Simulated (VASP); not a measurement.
# PdCl4 (Pmmm) in VASP: single point with PBE

Aim: the single point of PdCl4 with PBE.

Program: VASP 6.6.1. These are calculated values, not measurements. Logs are shortened: lines on timing, memory, paths and dates and some standing lists are left out, and cuts for length are marked.

## Step 1: The cell of the first run

It takes space group Pmmm (No. 47, orthorhombic). Conventional cell: a = 2.818 Å, b = 7.207 Å, c = 10.350 Å, α = 90.00°, β = 90.00°, γ = 90.00°. Pd (site symmetry mmm) has 4 Cl at 2.31 Å and 2 Pd at 2.82 Å within 3.0 Å. Cl (site symmetry m) has 1 Pd at 2.31 Å and 2 Cl at 2.82 Å within 3.0 Å.

The cell was generated, and may not be a known phase.

## Step 2: Single point, PBE

Contents of INCAR:

```
PREC = Accurate
ENCUT = 520
EDIFF = 1E-6
ISMEAR = 0
SIGMA = 0.15
LREAL = F
LASPH = T
NELM = 100
ALGO = Normal
ISIF = 2
LWAVE = F
LCHARG = F
GGA = PE
NBANDS = 49
```

Contents of KPOINTS:

```
Automatic mesh
0
Gamma
  3 3 2
```

Contents of POSCAR:

```
PdCl4
1.0
    2.8181795225     -7.2071965807      0.0000000000
    2.8181795225      7.2071965807      0.0000000000
    0.0000000000      0.0000000000     10.3501149061
Pd Cl
2 8
Direct
    0.0000000000      0.5000000000      0.5000000000
    0.5000000000      0.0000000000      0.5000000000
    0.8869883662      0.6130142960      0.6575648994
    0.1130116338      0.3869857040      0.6575648994
    0.3869857040      0.1130116338      0.3424351006
    0.6130142960      0.8869883662      0.3424351006
    0.1130116338      0.3869857040      0.3424351006
    0.8869883662      0.6130142960      0.3424351006
    0.6130142960      0.8869883662      0.6575648994
    0.3869857040      0.1130116338      0.6575648994
```

Potentials or basis: VASP PAW PBE potentials, release 64 (Pd, Cl).

Command:

```
cat potpaw_PBE.64/Pd/POTCAR potpaw_PBE.64/Cl/POTCAR > POTCAR
mpirun -np 1 vasp_std > vasp.out
```

OUTCAR:

```text
PREC = Accurate
   ENCUT = 520
   EDIFF = 1E-6
   ISMEAR = 0
   LREAL = F
   LASPH = T
   NELM = 100
   ISIF = 2
   GGA = PE

 ion  position               nearest neighbor table
   1  0.000  0.500  0.500-   3 2.31   4 2.31   7 2.31   8 2.31   2 2.82   2 2.82
   2  0.500  0.000  0.500-   5 2.31   6 2.31   9 2.31  10 2.31   1 2.82   1 2.82
   3  0.887  0.613  0.658-   1 2.31
   4  0.113  0.387  0.658-   1 2.31
   5  0.387  0.113  0.342-   2 2.31
   6  0.613  0.887  0.342-   2 2.31
   7  0.113  0.387  0.342-   1 2.31
   8  0.887  0.613  0.342-   1 2.31
   9  0.613  0.887  0.658-   2 2.31
  10  0.387  0.113  0.658-   2 2.31

  LATTYP: Found a base centered orthorhombic cell.
 ALAT       =     5.6363590450
 B/A-ratio  =     2.5573944183
 C/A-ratio  =     1.8363122050

  Lattice vectors:

 A1 = (   2.8181795225,  -7.2071965807,   0.0000000000)
 A2 = (   2.8181795225,   7.2071965807,   0.0000000000)
 A3 = (   0.0000000000,   0.0000000000,  10.3501149061)

Analysis of symmetry for initial positions (statically):
=====================================================================
 Subroutine PRICEL returns following result:

  LATTYP: Found a simple orthorhombic cell.
 ALAT       =     2.8181795225
 B/A-ratio  =     2.5573944183
 C/A-ratio  =     3.6726244100

  Lattice vectors:

 A1 = (   2.8181795225,   0.0000000000,   0.0000000000)
 A2 = (   0.0000000000,   7.2071965807,   0.0000000000)
 A3 = (   0.0000000000,   0.0000000000,  10.3501149061)

   2 primitive cells build up your supercell.

 Routine SETGRP: Setting up the symmetry group for a
 base centered orthorhombic supercell.

 Subroutine GETGRP returns: Found  8 space group operations
 (whereof  8 operations were pure point group operations)
 out of a pool of  8 trial point group operations.

The static configuration has the point symmetry D_2h.

Analysis of symmetry for dynamics (positions and initial velocities):
=====================================================================
 Subroutine PRICEL returns following result:

  LATTYP: Found a simple orthorhombic cell.
 ALAT       =     2.8181795225
 B/A-ratio  =     2.5573944183
 C/A-ratio  =     3.6726244100

  Lattice vectors:

 A1 = (   2.8181795225,   0.0000000000,   0.0000000000)
 A2 = (   0.0000000000,   7.2071965807,   0.0000000000)
[... 105 lines left out ...]
   NFREE  =      0    steps in history (QN), initial steepest desc. (CG)
   ISIF   =      2    stress and relaxation
   ISYM   =      2    0-nonsym 1-usesym 2-fastsym
   POTIM  = 0.5000    time-step for ionic-motion
   TEBEG  =    0.0;   TEEND  =   0.0 temperature during run
   PSTRESS=    0.0 pullay stress
   NELECT =      76.0000    total number of electrons
   NUPDOWN=      -1.0000    fix difference up-down
   EMIN   =  10.00;   EMAX   =-10.00  energy-range for DOS
   EFERMI =   0.00;   METHOD = LEGACY
   ISMEAR =     0;   SIGMA  =   0.15  broadening in eV -4-tet -1-fermi 0-gaus
   EFERMI_NEDOS =   21; number of points for ismear=-14 and -15
   IALGO  =     38    algorithm
   IMIX   =      4    mixing-type and parameters
     AMIX     =   0.40;   BMIX     =  1.00
     AMIX_MAG =   1.60;   BMIX_MAG =  1.00
  volume/ion in A,a.u.               =      42.04       283.73
  Fermi-wavevector in a.u.,A,eV,Ry     =   0.925641  1.749208 11.657628  0.856811
  Thomas-Fermi vector in A             =   2.051517
   LORBIT       =      0    0 simple, 1 ext, 2 COOP (PROOUT), +10 PAW based schemes
   GGA     = PE    functional components
   LHFCALC =     F    Hartree Fock is set to
   AEXX    =    0.0000 exact exchange contribution
   IVDW    =     0    specifies the selected vdW correction
   LEPSILON=     F    determine dielectric tensor
   LRPA    =     F    only Hartree local field effects (RPA)
 non-spin polarized calculation
 Gauss-broadening in eV      SIGMA  =   0.15
  energy-cutoff  :      520.00
  volume of cell :      420.45
 maximum number of plane-waves:     11342
 NGX is ok and might be reduce to    60
   NGX = 29   NGY = 29   NGZ = 39

 number of electron      76.0000005 magnetization

 Free energy of the ion-electron system (eV)
  ---------------------------------------------------
  ext. energy  EPLUGINS =         0.00000000
  ---------------------------------------------------
  free energy    TOTEN  =       -26.90502993 eV

  energy without entropy =      -26.81535432  energy(sigma->0) =      -26.86019212

 E-fermi :  -2.2046     XC(G=0):  -5.8359

 val. band max:       -2.2637950389   @ k =   0.3333   0.3333   0.0000
 cond. band min:      -1.8115929529   @ k =  -0.3333   0.3333   0.0000
 fundamental gap:      0.4522020861
 Fermi energy:        -2.2046287933

 k-point     1 :       0.0000    0.0000    0.0000
  band No.  band energies     occupation
      1     -17.2808      2.00000
      2     -16.8457      2.00000
      3     -16.8073      2.00000
      4     -16.7687      2.00000
      5     -16.0775      2.00000
      6     -15.7064      2.00000
[... 405 lines left out ...]
     48       5.8279      0.00000
     49       5.9693      0.00000

------------------------ aborting loop because EDIFF is reached ----------------------------------------

  FORCE on cell =-STRESS in cart. coord.  units (eV):
  Direction    XX          YY          ZZ          XY          YZ          ZX
  --------------------------------------------------------------------------------------
  -------------------------------------------------------------------------------------
  Total       -0.2087496      0.1073747     -0.2419275      0.0000000      0.0000000      0.0000000
  in kB       -0.7954743      0.4091685     -0.9219038      0.0000000      0.0000000      0.0000000
  external PRESSURE =      -0.4360698 kB  Pullay stress =       0.0000000 kB

 VOLUME and BASIS-vectors are now :
 -----------------------------------------------------------------------------
  energy-cutoff  :      520.00
  volume of cell :      420.45
      direct lattice vectors                 reciprocal lattice vectors
     2.818179522 -7.207196581  0.000000000     0.177419499 -0.069375102  0.000000000
     2.818179522  7.207196581  0.000000000     0.177419499  0.069375102  0.000000000
     0.000000000  0.000000000 10.350114906     0.000000000  0.000000000  0.096617285

 POSITION                                       TOTAL-FORCE (eV/Angst)
 -----------------------------------------------------------------------------------
      1.40909      3.60360      5.17506        -0.000000      0.000000      0.000000
      1.40909     -3.60360      5.17506        -0.000000      0.000000      0.000000
      4.22728     -1.97458      6.80587         0.000000     -0.020528     -0.011135
      1.40908      1.97458      6.80587         0.000000      0.020528     -0.011135
      1.40908     -1.97458      3.54424         0.000000     -0.020528      0.011135
      4.22728      1.97458      3.54424        -0.000000      0.020528      0.011135
      1.40908      1.97458      3.54424        -0.000000      0.020528      0.011135
      4.22728     -1.97458      3.54424        -0.000000     -0.020528      0.011135
      4.22728      1.97458      6.80587        -0.000000      0.020528     -0.011135
      1.40908     -1.97458      6.80587         0.000000     -0.020528     -0.011135
 -----------------------------------------------------------------------------------
    total drift:                               -0.000000      0.000000      0.000000

  FREE ENERGIE OF THE ION-ELECTRON SYSTEM (eV)
  ---------------------------------------------------
  free  energy   TOTEN  =       -26.9050299290 eV

  energy  without entropy=      -26.8153543170  energy(sigma->0) =      -26.86019212
```

stdout:

```text
POSCAR found type information on POSCAR PdCl
 POSCAR found :  2 types and      10 ions
 scaLAPACK will be used
 LDA part: xc-table for (Slater+PW92), standard interpolation
 POSCAR, INCAR and KPOINTS ok, starting setup
 FFT: planning ... GRIDC
 FFT: planning ... GRID_SOFT
 FFT: planning ... GRID
 WAVECAR not read
 entering main loop
```

Wall time 9.3 min (1 thread of Intel Xeon 8259CL, shared host); peak memory 0.66 GiB.

Results:

```
Free energy            : -26.9050 eV
Pressure               : 0.0 GPa
Largest force          : 0.023 eV/Å
Band gap on the k mesh : zero (bands 38 and 39 overlap by 0.97 eV)
```

Forces in eV/Å, atoms in the order of the input:
```
Pd   0.000  0.000  0.000
Pd   0.000  0.000  0.000
Cl   0.000 -0.021 -0.011
Cl   0.000  0.021 -0.011
Cl   0.000 -0.021  0.011
Cl   0.000  0.021  0.011
Cl   0.000  0.021  0.011
Cl   0.000 -0.021  0.011
Cl   0.000  0.021 -0.011
Cl   0.000 -0.021 -0.011
```

Levels at points of the mesh, in eV from the Fermi level:
```csv
k point,band 35,band 36,band 37,band 38,band 39,band 40
"(0.00, 0.00, 0.00)",-0.39,0.43,0.60,0.89,1.14,1.15
"(0.00, 0.00, 0.50)",-0.39,0.43,0.60,0.89,1.14,1.15
```

Caveat: the k points lie up to 0.40 Å⁻¹ apart, too coarse for converged energies and pressures of a metal.

The gap in the log of VASP goes by the Fermi energy; the results here count the filled bands.